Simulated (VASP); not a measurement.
# Mo (Fm-3m) in VASP: further runs, part 2 of 2

VASP 6.6.1. Earlier steps stand in the parts before.

## 5. Single point, LDA (volume scaled by 0.96)

INCAR

```
SYSTEM = Mo
PREC = Accurate
ENCUT = 520
EDIFF = 1E-6
ISMEAR = -1
SIGMA = 0.1
LREAL = .FALSE.
LASPH = .TRUE.
NELM = 100
ALGO = Normal
ISIF = 2
LWAVE = .FALSE.
LCHARG = .TRUE.
GGA = CA
LELF = .TRUE.
LVHAR = .TRUE.
NBANDS = 13
```

KPOINTS

```
Automatic mesh
0
G
  15 15 15
  0 0 0
```

POSCAR

```
Mo
1.0
    0.0000000000      1.9413606780      1.9413606780
    1.9413606780      0.0000000000      1.9413606780
    1.9413606780      1.9413606780      0.0000000000
Mo
1
Direct
    0.0000000000      0.0000000000      0.0000000000
```

Potentials or basis: VASP PAW LDA potentials, release 64 (Mo_sv).

The run is started by

```bash
> cat potpaw_LDA.64/Mo_sv/POTCAR > POTCAR
> mpirun -np 1 vasp_std > vasp.out
```

OUTCAR:

```text
SYSTEM = Mo
   PREC = Accurate
   ENCUT = 520
   EDIFF = 1E-6
   ISMEAR = -1
   LREAL = .FALSE.
   LASPH = .TRUE.
   NELM = 100
   ISIF = 2
   GGA = CA

 ion  position               nearest neighbor table
   1  0.000  0.000  0.000-

  LATTYP: Found a face centered cubic cell.
 ALAT       =     3.8827213560

  Lattice vectors:

 A1 = (   0.0000000000,   1.9413606780,   1.9413606780)
 A2 = (   1.9413606780,   0.0000000000,   1.9413606780)
 A3 = (   1.9413606780,   1.9413606780,   0.0000000000)

Analysis of symmetry for initial positions (statically):
=====================================================================
 Subroutine PRICEL returns:
 Original cell was already a primitive cell.

 Routine SETGRP: Setting up the symmetry group for a
 face centered cubic supercell.

 Subroutine GETGRP returns: Found 48 space group operations
 (whereof 48 operations were pure point group operations)
 out of a pool of 48 trial point group operations.

The static configuration has the point symmetry O_h .

Analysis of symmetry for dynamics (positions and initial velocities):
=====================================================================
 Subroutine PRICEL returns:
 Original cell was already a primitive cell.

 Routine SETGRP: Setting up the symmetry group for a
 face centered cubic supercell.

 Subroutine GETGRP returns: Found 48 space group operations
 (whereof 48 operations were pure point group operations)
 out of a pool of 48 trial point group operations.

The dynamic configuration has the point symmetry O_h .

 Subroutine INISYM returns: Found 48 space group operations
 (whereof 48 operations are pure point group operations),
 and found     1 'primitive' translations

----------------------------------------------------------------------------------------

                                     Primitive cell

  volume of cell :      14.6335

  direct lattice vectors                    reciprocal lattice vectors
     0.000000000  1.941360678  1.941360678    -0.257551317  0.257551317  0.257551317
     1.941360678  0.000000000  1.941360678     0.257551317 -0.257551317  0.257551317
     1.941360678  1.941360678  0.000000000     0.257551317  0.257551317 -0.257551317

  length of vectors
     2.745498600  2.745498600  2.745498600     0.446091967  0.446091967  0.446091967

  position of ions in fractional coordinates (direct lattice)
     0.000000000  0.000000000  0.000000000

  ion indices of the primitive-cell ions
   primitive index   ion index
                 1           1

----------------------------------------------------------------------------------------

 KPOINTS: Automatic mesh

Automatic generation of k-mesh.
 Grid dimensions read from file:
 generate k-points for:   15   15   15

 Generating k-lattice:

  Cartesian coordinates                     Fractional coordinates (reciprocal lattice)
    -0.017170088  0.017170088  0.017170088     0.066666667  0.000000000  0.000000000
     0.017170088 -0.017170088  0.017170088     0.000000000  0.066666667  0.000000000
     0.017170088  0.017170088 -0.017170088     0.000000000  0.000000000  0.066666667

  Length of vectors
     0.029739464  0.029739464  0.029739464

  Shift w.r.t. Gamma in fractional coordinates (k-lattice)
     0.000000000  0.000000000  0.000000000

 Subroutine IBZKPT returns following result:
 ===========================================

 Found    120 irreducible k-points:

 Following reciprocal coordinates:
            Coordinates               Weight
  0.000000  0.000000  0.000000      1.000000
  0.066667  0.000000  0.000000      8.000000
  0.133333  0.000000  0.000000      8.000000
  0.200000  0.000000  0.000000      8.000000
  0.266667  0.000000  0.000000      8.000000
  0.333333  0.000000  0.000000      8.000000
[... 16 lines left out ...]
  0.133333  0.133333  0.000000      6.000000
  0.200000  0.133333  0.000000     24.000000
 [... further k-points ...]
   k-points           NKPTS =    120   k-points in BZ     NKDIM =    120   number of bands    NBANDS=     13
   number of dos      NEDOS =    301   number of ions     NIONS =      1
   total plane-waves  NPLWV =   8000
   dimension x,y,z NGX =    20 NGY =   20 NGZ =   20
   dimension x,y,z NGXF=    40 NGYF=   40 NGZF=   40
   ions per type =               1
   NGX,Y,Z   is equivalent  to a cutoff of  12.11, 12.11, 12.11 a.u.
   NGXF,Y,Z  is equivalent  to a cutoff of  24.22, 24.22, 24.22 a.u.
 SYSTEM =  Mo
   PREC   = accura    normal or accurate (medium, high low for compatibility)
   ISTART =      0    job   : 0-new  1-cont  2-samecut
   ICHARG =      2    charge: 1-file 2-atom 10-const
   ISPIN  =      1    spin polarized calculation?
   LNONCOLLINEAR =      F non collinear calculations
   LSORBIT =      F    spin-orbit coupling
   LASPH  =      T    aspherical Exc in radial PAW
   ENCUT  =  520.0 eV  38.22 Ry    6.18 a.u.   5.10  5.10  5.10*2*pi/ulx,y,z
   NELM   =    100;   NELMIN=  2; NELMDL= -5     # of ELM steps
   EDIFF  = 0.1E-05   stopping-criterion for ELM
   LREAL  =      F    real-space projection
   EDIFFG = 0.1E-04   stopping-criterion for IOM
   NSW    =      0    number of steps for IOM
   IBRION =     -1    ionic relax: 0-MD 1-quasi-New 2-CG
   NFREE  =      0    steps in history (QN), initial steepest desc. (CG)
   ISIF   =      2    stress and relaxation
   ISYM   =      2    0-nonsym 1-usesym 2-fastsym
   POTIM  = 0.5000    time-step for ionic-motion
   TEBEG  =    0.0;   TEEND  =   0.0 temperature during run
   PSTRESS=    0.0 pullay stress
   NELECT =      14.0000    total number of electrons
   NUPDOWN=      -1.0000    fix difference up-down
   EMIN   =  10.00;   EMAX   =-10.00  energy-range for DOS
   EFERMI =   0.00;   METHOD = LEGACY
   ISMEAR =    -1;   SIGMA  =   0.10  broadening in eV -4-tet -1-fermi 0-gaus
   EFERMI_NEDOS =   21; number of points for ismear=-14 and -15
   IALGO  =     38    algorithm
   IMIX   =      4    mixing-type and parameters
     AMIX     =   0.40;   BMIX     =  1.00
     AMIX_MAG =   1.60;   BMIX_MAG =  1.00
  volume/ion in A,a.u.               =      14.63        98.75
  Fermi-wavevector in a.u.,A,eV,Ry     =   1.613125  3.048364 35.404691  2.602171
  Thomas-Fermi vector in A             =   2.708244
   LORBIT       =      0    0 simple, 1 ext, 2 COOP (PROOUT), +10 PAW based schemes
   GGA     = CA    functional components
   LHFCALC =     F    Hartree Fock is set to
   AEXX    =    0.0000 exact exchange contribution
   IVDW    =     0    specifies the selected vdW correction
   LEPSILON=     F    determine dielectric tensor
   LRPA    =     F    only Hartree local field effects (RPA)
 non-spin polarized calculation
  energy-cutoff  :      520.00
  volume of cell :       14.63
 maximum number of plane-waves:       411
   NGX = 11   NGY = 11   NGZ = 11

 number of electron      14.0000004 magnetization

 Free energy of the ion-electron system (eV)
  ---------------------------------------------------
  ext. energy  EPLUGINS =         0.00000000
  ---------------------------------------------------
  free energy    TOTEN  =       -11.68892780 eV

  energy without entropy =      -11.64831265  energy(sigma->0) =      -11.66862023

 E-fermi :  13.1092     XC(G=0): -13.9574

 val. band max:       13.1035071860   @ k =  -0.4667   0.4000   0.1333
 cond. band min:      13.1202975490   @ k =  -0.3333   0.4667   0.1333
 fundamental gap:      0.0167903630
 Fermi energy:        13.1092178398

 k-point     1 :       0.0000    0.0000    0.0000
  band No.  band energies     occupation
      1     -47.2388      2.00000
      2     -20.5282      2.00000
      3     -20.5282      2.00000
      4     -20.5282      2.00000
      5       6.1385      2.00000
      6      12.2421      1.99966
      7      12.2421      1.99966
      8      12.2421      1.99966
      9      15.2765      0.00000
     10      15.2765      0.00000
     11      26.2466      0.00000
     12      31.8881      0.00000
     13      31.8881      0.00000
[... 353 lines left out ...]
 k-point    24 :       0.2000    0.1333    0.0000
  band No.  band energies     occupation
      1     -47.1232      2.00000
      2     -21.0421      2.00000
      3     -20.6883      2.00000
      4     -20.6737      2.00000
      5       7.7279      2.00000
      6      10.9408      2.00000
      7      13.0515      1.28101
      8      13.2100      0.53467
      9      14.0194      0.00022
     10      15.7761      0.00000
     11      29.3174      0.00000
     12      30.0599      0.00000
     13      33.1569      0.00000

 [... further k-points ...]

------------------------ aborting loop because EDIFF is reached ----------------------------------------

  FORCE on cell =-STRESS in cart. coord.  units (eV):
  Direction    XX          YY          ZZ          XY          YZ          ZX
  --------------------------------------------------------------------------------------
  -------------------------------------------------------------------------------------
  Total        1.2486519      1.2486519      1.2486519      0.0000000      0.0000000     -0.0000000
  in kB      136.7109448    136.7109448    136.7109448      0.0000000      0.0000000     -0.0000000
  external PRESSURE =     136.7109448 kB  Pullay stress =       0.0000000 kB

 VOLUME and BASIS-vectors are now :
 -----------------------------------------------------------------------------
  energy-cutoff  :      520.00
  volume of cell :       14.63
      direct lattice vectors                 reciprocal lattice vectors
     0.000000000  1.941360678  1.941360678    -0.257551317  0.257551317  0.257551317
     1.941360678  0.000000000  1.941360678     0.257551317 -0.257551317  0.257551317
     1.941360678  1.941360678  0.000000000     0.257551317  0.257551317 -0.257551317

 POSITION                                       TOTAL-FORCE (eV/Angst)
 -----------------------------------------------------------------------------------
      0.00000      0.00000      0.00000        -0.000000     -0.000000     -0.000000
 -----------------------------------------------------------------------------------
    total drift:                               -0.000000     -0.000000     -0.000000

  FREE ENERGIE OF THE ION-ELECTRON SYSTEM (eV)
  ---------------------------------------------------
  free  energy   TOTEN  =       -11.6889278010 eV

  energy  without entropy=      -11.6483126513  energy(sigma->0) =      -11.66862023
```

Wall time 29 s (1 thread of AMD EPYC 7R13, shared host); peak memory 0.1 GiB.

What came out:

```
Free energy            : -11.6889 eV
Pressure               : 13.7 GPa
Band gap on the k mesh : zero (band 7 reaches 17.57 eV, above the bottom of band 8 at 12.24 eV)
```

## 6. Single point, LDA

INCAR

```
PREC     = Accurate       # precision mode
ENCUT    = 520            # plane-wave cutoff, eV
EDIFF    = 1E-7           # SCF threshold, eV
ISMEAR   = -1             # smearing method
SIGMA    = 0.1            # smearing width, eV
LREAL    = F              # projectors in reciprocal space
LASPH    = T              # aspherical terms in the spheres
NELM     = 60             # most SCF steps
ALGO     = Normal         # electronic algorithm
ISIF     = 2              # what is computed and relaxed
LWAVE    = F              # write WAVECAR
LCHARG   = F              # write CHGCAR
GGA      = CA             # functional
NBANDS   = 13             # bands
```

KPOINTS

```
regular mesh
0
Gamma
  15 15 15
```

POSCAR

```
Mo
1.0
    0.0000000000      1.9679579650      1.9679579650
    1.9679579650      0.0000000000      1.9679579650
    1.9679579650      1.9679579650      0.0000000000
Mo
1
Direct
    0.0000000000      0.0000000000      0.0000000000
```

Potentials or basis: VASP PAW LDA potentials, release 64 (Mo_sv).

The run is started by

```bash
> cat potpaw_LDA.64/Mo_sv/POTCAR > POTCAR
> mpirun -np 1 vasp_std > vasp.out
```

Wall time 51 s (1 thread of AMD EPYC 7R13, shared host); peak memory 0.11 GiB.

The run converged. Its results:

- Free energy: -11.7177 eV
- Pressure: 1.6 GPa
- Band gap on the k mesh: zero (band 7 reaches 16.61 eV, above the bottom of band 8 at 11.64 eV)

Levels at points of the mesh, in eV from the Fermi level:
| k point | band 5 | band 6 | band 7 | band 8 | band 9 | band 10 |
| --- | --- | --- | --- | --- | --- | --- |
| (0.00, 0.00, 0.00) | -6.86 | -0.79 | -0.79 | -0.79 | 2.07 | 2.07 |

## 7. The runs side by side

| cell | k mesh | gap on the mesh (eV) | pressure (GPa) |
| --- | --- | --- | --- |
| a = 2.783 Å, angles 60.0°, 1 atom | 14 × 14 × 14 | none | 1.1 |
| a = 2.667 Å, angles 60.0°, 1 atom | 15 × 15 × 15 | none | 46.0 |
| a = 2.707 Å, angles 60.0°, 1 atom | 15 × 15 × 15 | none | 28.3 |
| a = 2.745 Å, angles 60.0°, 1 atom | 15 × 15 × 15 | none | 13.7 |
| a = 2.783 Å, angles 60.0°, 1 atom | 15 × 15 × 15 | none | 1.6 |

Alike in all rows: task single point; level LDA; potentials or basis VASP PAW LDA potentials, release 64 (Mo_sv); no spin polarisation; cutoff (eV) 520; smearing fermi-dirac 0.1 eV.

Total energies depend on the potentials used, so only differences within one code and one set of settings carry meaning.
